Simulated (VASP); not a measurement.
# NiO2 (P-3m1) in VASP: notebook

The runs below take NiO2 through single point, with PBEsol.

Everything below comes from runs of VASP 6.6.1. Logs are shortened: lines on timing, memory, paths and dates and some standing lists are left out, and cuts for length are marked.

## Step 1: The cell of the first run

It takes space group P-3m1 (No. 164, trigonal). The conventional cell has a = 2.713 Å, b = 2.713 Å, c = 5.234 Å, α = 90.00°, β = 90.00°, γ = 120.00°. Ni (site symmetry -3m) has 6 O at 1.75 Å within 2.3 Å. O (site symmetry 3m) has 3 Ni at 1.75 Å and 3 O at 2.22 Å within 2.3 Å.

## Step 2: Single point, PBEsol (c/a of the conventional cell at fixed volume 1.9290)

Input file INCAR:

```
  PREC = Accurate
  ENCUT = 520
  EDIFF = 1E-7
  ISMEAR = 0
  SIGMA = 0.05
  LREAL = F
  LASPH = T
  NELM = 80
  ALGO = Normal
  ISIF = 2
  LWAVE = F
  LCHARG = F
  GGA = PS
  NBANDS = 18
```

Input file KPOINTS:

```
Automatic mesh
0
Gamma
  12 12 6
```

Input file POSCAR:

```
NiO2
1.0
    2.7134934025      0.0000000000      0.0000000000
   -1.3567467013      2.3499542196      0.0000000000
    0.0000000000      0.0000000000      5.2343287735
Ni O
1 2
Direct
    0.0000000000      0.0000000000      0.5000000000
    0.6666666667      0.3333333333      0.6499533987
    0.3333333333      0.6666666667      0.3500466013
```

Potentials or basis: VASP PAW PBE potentials, release 64 (Ni, O).

On the command line:

```console
> cat potpaw_PBE.64/Ni/POTCAR potpaw_PBE.64/O/POTCAR > POTCAR
> mpirun -np 1 vasp_std > vasp.out
```

OUTCAR:

```text
PREC = Accurate
   ENCUT = 520
   EDIFF = 1E-7
   ISMEAR = 0
   LREAL = F
   LASPH = T
   NELM = 80
   ISIF = 2
   GGA = PS

 ion  position               nearest neighbor table
   1  0.000  0.000  0.500-   2 1.75   3 1.75   2 1.75   3 1.75   2 1.75   3 1.75
   2  0.667  0.333  0.650-   1 1.75   1 1.75   1 1.75
   3  0.333  0.667  0.350-   1 1.75   1 1.75   1 1.75

  LATTYP: Found a hexagonal cell.
 ALAT       =     2.7134934025
 C/A-ratio  =     1.9290000000

  Lattice vectors:

 A1 = (   2.7134934025,   0.0000000000,   0.0000000000)
 A2 = (  -1.3567467013,   2.3499542196,   0.0000000000)
 A3 = (   0.0000000000,   0.0000000000,   5.2343287735)

Analysis of symmetry for initial positions (statically):
=====================================================================
 Subroutine PRICEL returns:
 Original cell was already a primitive cell.

 Routine SETGRP: Setting up the symmetry group for a
 hexagonal supercell.

 Subroutine GETGRP returns: Found 12 space group operations
 (whereof 12 operations were pure point group operations)
 out of a pool of 24 trial point group operations.

The static configuration has the point symmetry D_3d.

Analysis of symmetry for dynamics (positions and initial velocities):
=====================================================================
 Subroutine PRICEL returns:
 Original cell was already a primitive cell.

 Routine SETGRP: Setting up the symmetry group for a
 hexagonal supercell.

 Subroutine GETGRP returns: Found 12 space group operations
 (whereof 12 operations were pure point group operations)
 out of a pool of 24 trial point group operations.

The dynamic configuration has the point symmetry D_3d.

 Subroutine INISYM returns: Found 12 space group operations
 (whereof 12 operations are pure point group operations),
 and found     1 'primitive' translations

----------------------------------------------------------------------------------------

                                     Primitive cell

  volume of cell :      33.3771

  direct lattice vectors                    reciprocal lattice vectors
     2.713493403  0.000000000  0.000000000     0.368528628  0.212770102  0.000000000
    -1.356746701  2.349954220  0.000000000     0.000000000  0.425540205  0.000000000
     0.000000000  0.000000000  5.234328773     0.000000000  0.000000000  0.191046463

  length of vectors
[... 83 lines left out ...]
   NELM   =     80;   NELMIN=  2; NELMDL= -5     # of ELM steps
   EDIFF  = 0.1E-06   stopping-criterion for ELM
   LREAL  =      F    real-space projection
   EDIFFG = 0.1E-05   stopping-criterion for IOM
   NSW    =      0    number of steps for IOM
   IBRION =     -1    ionic relax: 0-MD 1-quasi-New 2-CG
   NFREE  =      0    steps in history (QN), initial steepest desc. (CG)
   ISIF   =      2    stress and relaxation
   ISYM   =      2    0-nonsym 1-usesym 2-fastsym
   POTIM  = 0.5000    time-step for ionic-motion
   TEBEG  =    0.0;   TEEND  =   0.0 temperature during run
   PSTRESS=    0.0 pullay stress
   NELECT =      22.0000    total number of electrons
   NUPDOWN=      -1.0000    fix difference up-down
   EMIN   =  10.00;   EMAX   =-10.00  energy-range for DOS
   EFERMI =   0.00;   METHOD = LEGACY
   ISMEAR =     0;   SIGMA  =   0.05  broadening in eV -4-tet -1-fermi 0-gaus
   EFERMI_NEDOS =   21; number of points for ismear=-14 and -15
   IALGO  =     38    algorithm
   IMIX   =      4    mixing-type and parameters
     AMIX     =   0.40;   BMIX     =  1.00
     AMIX_MAG =   1.60;   BMIX_MAG =  1.00
  volume/ion in A,a.u.               =      11.13        75.08
  Fermi-wavevector in a.u.,A,eV,Ry     =   1.424730  2.692350 27.617874  2.029856
  Thomas-Fermi vector in A             =   2.545190
   LORBIT       =      0    0 simple, 1 ext, 2 COOP (PROOUT), +10 PAW based schemes
   GGA     = PS    functional components
   LHFCALC =     F    Hartree Fock is set to
   AEXX    =    0.0000 exact exchange contribution
   IVDW    =     0    specifies the selected vdW correction
   LEPSILON=     F    determine dielectric tensor
   LRPA    =     F    only Hartree local field effects (RPA)
 non-spin polarized calculation
 Gauss-broadening in eV      SIGMA  =   0.05
  energy-cutoff  :      520.00
  volume of cell :       33.38
 maximum number of plane-waves:       924
   NGX = 11   NGY = 11   NGZ = 19

 number of electron      21.9999988 magnetization

 Free energy of the ion-electron system (eV)
  ---------------------------------------------------
  ext. energy  EPLUGINS =         0.00000000
  ---------------------------------------------------
  free energy    TOTEN  =       -17.91263314 eV

  energy without entropy =      -17.91263314  energy(sigma->0) =      -17.91263314

 E-fermi :   2.6842     XC(G=0): -10.0037

 val. band max:        2.4211351570   @ k =   0.0000   0.0000   0.5000
 cond. band min:       3.6281470883   @ k =   0.3333   0.0000   0.3333
 fundamental gap:      1.2070119314
 Fermi energy:         2.6842305535

 k-point     1 :       0.0000    0.0000    0.0000
  band No.  band energies     occupation
      1     -19.2166      2.00000
      2     -15.1613      2.00000
      3      -5.2672      2.00000
      4      -5.2672      2.00000
      5      -4.1407      2.00000
      6      -0.4474      2.00000
[... 481 lines left out ...]
      5      -3.7151      2.00000
      6      -1.7333      2.00000
[... 10 lines left out ...]
     17      20.5101      0.00000
     18      21.3340      0.00000

 [... further k-points ...]

------------------------ aborting loop because EDIFF is reached ----------------------------------------

  FORCE on cell =-STRESS in cart. coord.  units (eV):
  Direction    XX          YY          ZZ          XY          YZ          ZX
  --------------------------------------------------------------------------------------
  -------------------------------------------------------------------------------------
  Total        9.2516163      9.2516163      6.9582576     -0.0000000     -0.0000000      0.0000000
  in kB      444.0982125    444.0982126    334.0118797     -0.0000000     -0.0000000      0.0000000
  external PRESSURE =     407.4027683 kB  Pullay stress =       0.0000000 kB

 VOLUME and BASIS-vectors are now :
 -----------------------------------------------------------------------------
  energy-cutoff  :      520.00
  volume of cell :       33.38
      direct lattice vectors                 reciprocal lattice vectors
     2.713493403  0.000000000  0.000000000     0.368528628  0.212770102  0.000000000
    -1.356746701  2.349954220  0.000000000     0.000000000  0.425540205  0.000000000
     0.000000000  0.000000000  5.234328773     0.000000000  0.000000000  0.191046463

 POSITION                                       TOTAL-FORCE (eV/Angst)
 -----------------------------------------------------------------------------------
      0.00000      0.00000      2.61716        -0.000000     -0.000000      0.000000
      1.35675      0.78332      3.40207        -0.000000     -0.000000      4.468363
     -0.00000      1.56664      1.83226         0.000000      0.000000     -4.468363
 -----------------------------------------------------------------------------------
    total drift:                                0.000000     -0.000000      0.000000

  FREE ENERGIE OF THE ION-ELECTRON SYSTEM (eV)
  ---------------------------------------------------
  free  energy   TOTEN  =       -17.9126331395 eV

  energy  without entropy=      -17.9126331395  energy(sigma->0) =      -17.91263314
```

OSZICAR:

```text
N       E                     dE             d eps       ncg     rms          rms(c)
DAV:   1     0.173140540790E+03    0.17314E+03   -0.11794E+04  3648   0.145E+03
DAV:   2    -0.101583765216E+02   -0.18330E+03   -0.16965E+03  3906   0.325E+02
DAV:   3    -0.252948680578E+02   -0.15136E+02   -0.15000E+02  4156   0.110E+02
DAV:   4    -0.254885605884E+02   -0.19369E+00   -0.19355E+00  4298   0.125E+01
DAV:   5    -0.254913094620E+02   -0.27489E-02   -0.27487E-02  4198   0.148E+00    0.349E+01
DAV:   6    -0.273065008343E+02   -0.18152E+01   -0.47321E+01  4436   0.170E+02    0.443E+01
DAV:   7    -0.179221985920E+02    0.93843E+01   -0.22220E+01  4310   0.124E+02    0.783E+00
DAV:   8    -0.179251811157E+02   -0.29825E-02   -0.17407E+00  3764   0.108E+01    0.348E+00
DAV:   9    -0.179131463543E+02    0.12035E-01   -0.46000E-02  4180   0.240E+00    0.894E-01
DAV:  10    -0.179125723727E+02    0.57398E-03   -0.27145E-03  4766   0.116E+00    0.108E-01
DAV:  11    -0.179126237973E+02   -0.51425E-04   -0.11873E-03  4466   0.684E-01    0.583E-02
DAV:  12    -0.179126478704E+02   -0.24073E-04   -0.27849E-04  3788   0.481E-01    0.487E-02
DAV:  13    -0.179126320366E+02    0.15834E-04   -0.54366E-05  4168   0.197E-01    0.719E-03
DAV:  14    -0.179126330471E+02   -0.10105E-05   -0.60681E-06  3874   0.230E-02    0.294E-03
DAV:  15    -0.179126331395E+02   -0.92380E-07   -0.48897E-07  3856   0.721E-03
   1 F= -.17912633E+02 E0= -.17912633E+02  d E =-.764186E-16
```

stdout:

```text
POSCAR found type information on POSCAR NiO
 POSCAR found :  2 types and       3 ions
 scaLAPACK will be used
 -----------------------------------------------------------------------------
|                                                                             |
|                                                                             |
|     You enforced a specific xc type in the INCAR file but a different       |
|     I HOPE YOU KNOW WHAT YOU ARE DOING!                                     |
|                                                                             |
 -----------------------------------------------------------------------------

 LDA part: xc-table for (Slater+PW92), standard interpolation
 POSCAR, INCAR and KPOINTS ok, starting setup
 FFT: planning ... GRIDC
 FFT: planning ... GRID_SOFT
 FFT: planning ... GRID
 WAVECAR not read
 entering main loop
```

Run time: 27 s. Hardware: 1 thread of Intel Xeon Platinum 8559C (Emerald Rapids), shared host; peak memory 0.18 GiB.

What came out:

| Property | Result |
| --- | --- |
| Free energy | -17.9126 eV |
| Pressure | 40.7 GPa |
| Largest force | 4.468 eV/Å |
| Band gap on the k mesh | 1.21 eV, indirect (least direct gap 1.77 eV) |

Forces in eV/Å, atoms in the order of the input:
```
Ni   0.000  0.000  0.000
O    0.000  0.000  4.468
O    0.000  0.000 -4.468
```

Stress tensor (GPa, compression positive):
```
44.41  0.00  0.00
 0.00 44.41  0.00
 0.00  0.00 33.40
```

Caveat: the PAW data sets were made with another functional, which shifts forces and pressure a little.

## Step 3: Single point, PBEsol (c/a of the conventional cell at fixed volume 1.8219)

Input file INCAR:

```
SYSTEM = NiO2
  PREC = Accurate
  ENCUT = 520
  EDIFF = 1E-6
  ISMEAR = 0
  SIGMA = 0.05
  LREAL = .FALSE.
  LASPH = .TRUE.
  NELM = 60
  ALGO = Normal
  ISIF = 2
  LWAVE = .FALSE.
  LCHARG = .FALSE.
  GGA = PS
  NBANDS = 18
```

Input file KPOINTS:

```
regular mesh
0
G
  12 12 6
  0 0 0
```

Input file POSCAR:

```
NiO2
1.0
    2.7656549825      0.0000000000      0.0000000000
   -1.3828274913      2.3951274729      0.0000000000
    0.0000000000      0.0000000000      5.0387468126
Ni O
1 2
Direct
    0.0000000000      0.0000000000      0.5000000000
    0.6666666667      0.3333333333      0.7379352920
    0.3333333333      0.6666666667      0.2620647080
```

Potentials or basis: VASP PAW PBE potentials, release 64 (Ni, O).

On the command line:

```console
> cat potpaw_PBE.64/Ni/POTCAR potpaw_PBE.64/O/POTCAR > POTCAR
> mpirun -np 1 vasp_std > vasp.out
```

Wall time 31 s (1 thread of Intel Xeon Platinum 8559C (Emerald Rapids), shared host); peak memory 0.19 GiB.

Results (log left out):

```yaml
Free_energy: -17.7363 eV
Pressure: -24.5 GPa
Largest_force: 3.573 eV/Å
Band_gap_on_the_k_mesh: 0.71 eV, indirect (least direct gap 0.74 eV)
```

Forces on the atoms (eV/Å):
```
Ni   0.000  0.000  0.000
O    0.000  0.000 -3.573
O    0.000  0.000  3.573
```

Stress tensor (GPa, compression positive):
```
-15.93   0.00   0.00
  0.00 -15.93   0.00
  0.00   0.00 -41.57
```

Levels at points of the mesh, in eV from the valence-band top:
| k point | band 9 | band 10 | band 11 | band 12 | band 13 | band 14 |
| --- | --- | --- | --- | --- | --- | --- |
| (0.00, 0.00, 0.00) | -0.68 | -0.23 | -0.23 | 1.71 | 1.71 | 6.54 |
| (0.50, 0.00, 0.00) | -1.38 | -0.99 | -0.44 | 1.51 | 1.67 | 10.56 |
| (0.00, 0.00, 0.50) | -0.55 | -0.28 | -0.28 | 1.75 | 1.75 | 7.78 |
| (0.50, 0.00, 0.50) | -1.27 | -0.99 | -0.48 | 1.54 | 1.58 | 10.27 |

Caveat: the PAW data sets were made with another functional, which shifts forces and pressure a little. A k mesh can miss the band edges.
